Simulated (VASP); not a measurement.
# MgO (w.b) (Fm-3m) in VASP: single point with PBE

Aim: the single point of MgO (w.b) with PBE.

All numbers are computed with VASP 6.6.1; they aren't measurements. Logs are shortened: lines on timing, memory, paths and dates and some standing lists are left out, and cuts for length are marked.

### Step 1. The cell of the first run

Symmetry: Fm-3m, No. 225, cubic system. Conventional cell: a = 4.254 Å, b = 4.254 Å, c = 4.254 Å, α = 90.00°, β = 90.00°, γ = 90.00°. Mg (site symmetry m-3m) has 6 O at 2.13 Å within 2.8 Å. Within 2.8 Å of O (site symmetry m-3m) lie 6 Mg at 2.13 Å.

### Step 2. Single point, PBE

File INCAR:

```
  PREC = Accurate
  ENCUT = 600
  EDIFF = 1E-6
  ISMEAR = 0
  SIGMA = 0.02
  LREAL = False
  LASPH = True
  NELM = 120
  ALGO = Normal
  ISIF = 2
  LWAVE = False
  LCHARG = False
  GGA = PE
  NBANDS = 11
  GGA_COMPAT = False
```

File KPOINTS:

```
Automatic mesh
0
Gamma
  10 10 10
```

File POSCAR:

```
MgO
1.0
    0.0000000000      2.1272184846      2.1272184846
    2.1272184846      0.0000000000      2.1272184846
    2.1272184846      2.1272184846      0.0000000000
Mg O
1 1
Direct
    0.0000000000      0.0000000000      0.0000000000
    0.5000000000      0.5000000000      0.5000000000
```

Potentials or basis: VASP PAW PBE potentials, release 64 (Mg, O).

On the command line:

```console
$ cat potpaw_PBE.64/Mg/POTCAR potpaw_PBE.64/O/POTCAR > POTCAR
$ mpirun -np 1 vasp_std > vasp.out
```

OUTCAR:

```text
PREC = Accurate
   ENCUT = 600
   EDIFF = 1E-6
   ISMEAR = 0
   LREAL = False
   LASPH = True
   NELM = 120
   ISIF = 2
   GGA = PE

 ion  position               nearest neighbor table
   1  0.000  0.000  0.000-   2 2.13   2 2.13   2 2.13   2 2.13   2 2.13   2 2.13
   2  0.500  0.500  0.500-   1 2.13   1 2.13   1 2.13   1 2.13   1 2.13   1 2.13

  LATTYP: Found a face centered cubic cell.
 ALAT       =     4.2544369692

  Lattice vectors:

 A1 = (   0.0000000000,   2.1272184846,   2.1272184846)
 A2 = (   2.1272184846,   0.0000000000,   2.1272184846)
 A3 = (   2.1272184846,   2.1272184846,   0.0000000000)

Analysis of symmetry for initial positions (statically):
=====================================================================
 Subroutine PRICEL returns:
 Original cell was already a primitive cell.

 Routine SETGRP: Setting up the symmetry group for a
 face centered cubic supercell.

 Subroutine GETGRP returns: Found 48 space group operations
 (whereof 48 operations were pure point group operations)
 out of a pool of 48 trial point group operations.

The static configuration has the point symmetry O_h .

Analysis of symmetry for dynamics (positions and initial velocities):
=====================================================================
 Subroutine PRICEL returns:
 Original cell was already a primitive cell.

 Routine SETGRP: Setting up the symmetry group for a
 face centered cubic supercell.

 Subroutine GETGRP returns: Found 48 space group operations
 (whereof 48 operations were pure point group operations)
 out of a pool of 48 trial point group operations.

The dynamic configuration has the point symmetry O_h .

 Subroutine INISYM returns: Found 48 space group operations
 (whereof 48 operations are pure point group operations),
 and found     1 'primitive' translations

----------------------------------------------------------------------------------------

                                     Primitive cell

  volume of cell :      19.2516

  direct lattice vectors                    reciprocal lattice vectors
     0.000000000  2.127218485  2.127218485    -0.235048728  0.235048728  0.235048728
     2.127218485  0.000000000  2.127218485     0.235048728 -0.235048728  0.235048728
     2.127218485  2.127218485  0.000000000     0.235048728  0.235048728 -0.235048728

  length of vectors
     3.008341231  3.008341231  3.008341231     0.407116340  0.407116340  0.407116340

  position of ions in fractional coordinates (direct lattice)
     0.000000000  0.000000000  0.000000000
     0.500000000  0.500000000  0.500000000

  ion indices of the primitive-cell ions
   primitive index   ion index
                 1           1
                 2           2

----------------------------------------------------------------------------------------

 KPOINTS: Automatic mesh

Automatic generation of k-mesh.
 Grid dimensions read from file:
 generate k-points for:   10   10   10

 Generating k-lattice:

  Cartesian coordinates                     Fractional coordinates (reciprocal lattice)
    -0.023504873  0.023504873  0.023504873     0.100000000  0.000000000  0.000000000
     0.023504873 -0.023504873  0.023504873     0.000000000  0.100000000  0.000000000
     0.023504873  0.023504873 -0.023504873     0.000000000  0.000000000  0.100000000

  Length of vectors
     0.040711634  0.040711634  0.040711634

  Shift w.r.t. Gamma in fractional coordinates (k-lattice)
     0.000000000  0.000000000  0.000000000

 Subroutine IBZKPT returns following result:
 ===========================================

 Found     47 irreducible k-points:

 Following reciprocal coordinates:
            Coordinates               Weight
  0.000000  0.000000  0.000000      1.000000
  0.100000  0.000000  0.000000      8.000000
  0.200000  0.000000  0.000000      8.000000
  0.300000  0.000000  0.000000      8.000000
  0.400000  0.000000  0.000000      8.000000
  0.500000  0.000000  0.000000      4.000000
[... 16 lines left out ...]
  0.300000  0.300000  0.000000      6.000000
  0.400000  0.300000  0.000000     24.000000
 [... further k-points ...]
   k-points           NKPTS =     47   k-points in BZ     NKDIM =     47   number of bands    NBANDS=     11
   number of dos      NEDOS =    301   number of ions     NIONS =      2
   total plane-waves  NPLWV =  13824
   dimension x,y,z NGX =    24 NGY =   24 NGZ =   24
   dimension x,y,z NGXF=    48 NGYF=   48 NGZF=   48
   ions per type =               1   1
   NGX,Y,Z   is equivalent  to a cutoff of  13.26, 13.26, 13.26 a.u.
   NGXF,Y,Z  is equivalent  to a cutoff of  26.53, 26.53, 26.53 a.u.
 SYSTEM =  unknown system
   PREC   = accura    normal or accurate (medium, high low for compatibility)
   ISTART =      0    job   : 0-new  1-cont  2-samecut
   ICHARG =      2    charge: 1-file 2-atom 10-const
   ISPIN  =      1    spin polarized calculation?
   LNONCOLLINEAR =      F non collinear calculations
   LSORBIT =      F    spin-orbit coupling
   LASPH  =      T    aspherical Exc in radial PAW
   ENCUT  =  600.0 eV  44.10 Ry    6.64 a.u.   6.01  6.01  6.01*2*pi/ulx,y,z
   NELM   =    120;   NELMIN=  2; NELMDL= -5     # of ELM steps
   EDIFF  = 0.1E-05   stopping-criterion for ELM
   LREAL  =      F    real-space projection
   EDIFFG = 0.1E-04   stopping-criterion for IOM
   NSW    =      0    number of steps for IOM
   IBRION =     -1    ionic relax: 0-MD 1-quasi-New 2-CG
   NFREE  =      0    steps in history (QN), initial steepest desc. (CG)
   ISIF   =      2    stress and relaxation
   ISYM   =      2    0-nonsym 1-usesym 2-fastsym
   POTIM  = 0.5000    time-step for ionic-motion
   TEBEG  =    0.0;   TEEND  =   0.0 temperature during run
   PSTRESS=    0.0 pullay stress
   NELECT =       8.0000    total number of electrons
   NUPDOWN=      -1.0000    fix difference up-down
   EMIN   =  10.00;   EMAX   =-10.00  energy-range for DOS
   EFERMI =   0.00;   METHOD = LEGACY
   ISMEAR =     0;   SIGMA  =   0.02  broadening in eV -4-tet -1-fermi 0-gaus
   EFERMI_NEDOS =   21; number of points for ismear=-14 and -15
   IALGO  =     38    algorithm
   IMIX   =      4    mixing-type and parameters
     AMIX     =   0.40;   BMIX     =  1.00
     AMIX_MAG =   1.60;   BMIX_MAG =  1.00
  volume/ion in A,a.u.               =       9.63        64.96
  Fermi-wavevector in a.u.,A,eV,Ry     =   1.221657  2.308598 20.305968  1.492447
  Thomas-Fermi vector in A             =   2.356832
   LORBIT       =      0    0 simple, 1 ext, 2 COOP (PROOUT), +10 PAW based schemes
   GGA     = PE    functional components
   LHFCALC =     F    Hartree Fock is set to
   AEXX    =    0.0000 exact exchange contribution
   IVDW    =     0    specifies the selected vdW correction
   LEPSILON=     F    determine dielectric tensor
   LRPA    =     F    only Hartree local field effects (RPA)
 non-spin polarized calculation
 Gauss-broadening in eV      SIGMA  =   0.02
  energy-cutoff  :      600.00
  volume of cell :       19.25
 maximum number of plane-waves:       656
   NGX = 13   NGY = 13   NGZ = 13

 number of electron       8.0000004 magnetization

 Free energy of the ion-electron system (eV)
  ---------------------------------------------------
  ext. energy  EPLUGINS =         0.00000000
  ---------------------------------------------------
  free energy    TOTEN  =       -11.91483260 eV

  energy without entropy =      -11.91483260  energy(sigma->0) =      -11.91483260

 E-fermi :   3.1583     XC(G=0): -10.9372

 val. band max:        2.9633880510   @ k =   0.0000   0.0000   0.0000
 cond. band min:       7.4038787373   @ k =   0.0000   0.0000   0.0000
 fundamental gap:      4.4404906863
 Fermi energy:         3.1582665123

 k-point     1 :       0.0000    0.0000    0.0000
  band No.  band energies     occupation
      1     -14.1482      2.00000
      2       2.9634      2.00000
      3       2.9634      2.00000
      4       2.9634      2.00000
      5       7.4039      0.00000
      6      18.5945      0.00000
      7      18.5945      0.00000
      8      18.5945      0.00000
      9      22.4309      0.00000
     10      24.1728      0.00000
     11      24.1728      0.00000

 k-point     2 :       0.1000    0.0000    0.0000
  band No.  band energies     occupation
      1     -14.0480      2.00000
      2       2.3173      2.00000
      3       2.8995      2.00000
      4       2.8995      2.00000
      5       8.0360      0.00000
      6      17.3528      0.00000
      7      18.8231      0.00000
      8      18.8231      0.00000
      9      23.4001      0.00000
     10      23.4001      0.00000
     11      24.0298      0.00000

 k-point     3 :       0.2000    0.0000    0.0000
  band No.  band energies     occupation
      1     -13.7730      2.00000
      2       1.0261      2.00000
      3       2.7370      2.00000
      4       2.7370      2.00000
      5       9.2349      0.00000
      6      15.8314      0.00000
      7      19.2681      0.00000
      8      19.2681      0.00000
      9      22.7013      0.00000
     10      22.7013      0.00000
     11      24.7476      0.00000

 k-point     4 :       0.3000    0.0000    0.0000
  band No.  band energies     occupation
      1     -13.4032      2.00000
      2      -0.2524      2.00000
      3       2.5460      2.00000
      4       2.5460      2.00000
      5      10.1993      0.00000
      6      15.0876      0.00000
      7      19.3292      0.00000
      8      19.3292      0.00000
      9      23.1539      0.00000
     10      23.1539      0.00000
     11      24.1278      0.00000
[... 239 lines left out ...]
 k-point    22 :      -0.2000    0.2000    0.0000
  band No.  band energies     occupation
      1     -13.2929      2.00000
      2      -0.0615      2.00000
      3       1.6751      2.00000
      4       2.5447      2.00000
      5      11.1207      0.00000
      6      14.7054      0.00000
      7      17.7362      0.00000
      8      20.3969      0.00000
      9      21.2180      0.00000
     10      23.9744      0.00000
     11      27.2713      0.00000

 k-point    23 :       0.3000    0.3000    0.0000
  band No.  band energies     occupation
      1     -13.2110      2.00000
      2      -0.1087      2.00000
      3       2.0572      2.00000
      4       2.0572      2.00000
      5      11.5032      0.00000
      6      13.3344      0.00000
      7      17.0650      0.00000
      8      20.5366      0.00000
      9      20.5366      0.00000
     10      26.7726      0.00000
     11      29.7309      0.00000

 k-point    24 :       0.4000    0.3000    0.0000
  band No.  band energies     occupation
      1     -12.9782      2.00000
      2      -0.5145      2.00000
      3       1.7036      2.00000
      4       1.9150      2.00000
      5      12.2429      0.00000
      6      13.0467      0.00000
      7      16.2485      0.00000
      8      20.7494      0.00000
      9      20.9507      0.00000
     10      27.4833      0.00000
     11      29.3429      0.00000

 [... further k-points ...]

------------------------ aborting loop because EDIFF is reached ----------------------------------------

  FORCE on cell =-STRESS in cart. coord.  units (eV):
  Direction    XX          YY          ZZ          XY          YZ          ZX
  --------------------------------------------------------------------------------------
  -------------------------------------------------------------------------------------
  Total       -0.1320654     -0.1320654     -0.1320654      0.0000000      0.0000000      0.0000000
  in kB      -10.9909014    -10.9909014    -10.9909014      0.0000000      0.0000000      0.0000000
  external PRESSURE =     -10.9909014 kB  Pullay stress =       0.0000000 kB

 VOLUME and BASIS-vectors are now :
 -----------------------------------------------------------------------------
  energy-cutoff  :      600.00
  volume of cell :       19.25
      direct lattice vectors                 reciprocal lattice vectors
     0.000000000  2.127218485  2.127218485    -0.235048728  0.235048728  0.235048728
     2.127218485  0.000000000  2.127218485     0.235048728 -0.235048728  0.235048728
     2.127218485  2.127218485  0.000000000     0.235048728  0.235048728 -0.235048728

 POSITION                                       TOTAL-FORCE (eV/Angst)
 -----------------------------------------------------------------------------------
      0.00000      0.00000      0.00000        -0.000000     -0.000000     -0.000000
      2.12722      2.12722      2.12722         0.000000      0.000000      0.000000
 -----------------------------------------------------------------------------------
    total drift:                               -0.000000     -0.000000      0.000000

  FREE ENERGIE OF THE ION-ELECTRON SYSTEM (eV)
  ---------------------------------------------------
  free  energy   TOTEN  =       -11.9148326028 eV

  energy  without entropy=      -11.9148326028  energy(sigma->0) =      -11.91483260
```

It used 5.7 s of CPU time on 1 thread of Intel Xeon 6975P-C, with other jobs on the host.

What came out:

```yaml
Free_energy: -11.9148 eV
Pressure: -1.1 GPa
Band_gap_on_the_k_mesh: 4.44 eV, direct
```

Levels at points of the mesh, in eV from the valence-band top:
```csv
k point,band 1,band 2,band 3,band 4,band 5,band 6,band 7,band 8
"(0.00, 0.00, 0.00)",-17.11,0.00,0.00,0.00,4.44,15.63,15.63,15.63
"(0.50, 0.00, 0.00)",-15.90,-4.49,-0.62,-0.62,7.71,12.27,16.00,16.00
"(0.50, 0.50, 0.00)",-15.65,-3.96,-1.31,-1.31,9.08,9.65,12.78,18.52
```
